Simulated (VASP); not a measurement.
LiF (r.b): single point with r2SCAN+rVV10

LiF (r.b):

```
CELL_PARAMETERS angstrom
0.00000 1.98655 1.98655
1.98655 0.00000 1.98655
1.98655 1.98655 0.00000
ATOMIC_POSITIONS crystal
Li 0.00000 0.00000 0.00000
F 0.50000 0.50000 0.50000
```

| Item | Value |
| --- | --- |
| Program | VASP 6.6.1 |
| Task | single point |
| Functional | r2SCAN |
| Dispersion | rVV10 |
| Potentials or basis | VASP PAW PBE potentials, release 64 (Li_sv, F) |
| Cutoff | 830 eV |
| k mesh | 10 × 10 × 10 |
| Occupations | gaussian, width 0.02 eV |
| Spin | no spin polarisation |

The pressure is -0.4 GPa and the band gap on the k mesh is 10.60 eV, direct.

Levels at points of the mesh, in eV from the valence-band top:
| k point | band 1 | band 2 | band 3 | band 4 | band 5 | band 6 | band 7 | band 8 | band 9 | band 10 |
| --- | --- | --- | --- | --- | --- | --- | --- | --- | --- | --- |
| (0.00, 0.00, 0.00) | -41.92 | -21.21 | 0.00 | 0.00 | 0.00 | 10.60 | 25.86 | 25.86 | 25.86 | 26.60 |
| (0.50, 0.00, 0.00) | -41.86 | -20.76 | -2.63 | -0.26 | -0.26 | 12.01 | 18.60 | 20.73 | 20.73 | 32.98 |
| (0.50, 0.50, 0.00) | -41.84 | -20.47 | -3.20 | -1.07 | -1.07 | 16.42 | 17.59 | 19.60 | 22.39 | 22.39 |

Wall time 3.2 min on 1 thread of Intel Xeon 8259CL, with other jobs on the host, peak memory 0.26 GiB.

Caveat: the PAW data sets were made with another functional, which shifts forces and pressure a little. r2SCAN opens gaps a little over a GGA but as a rule still falls short of measured ones.
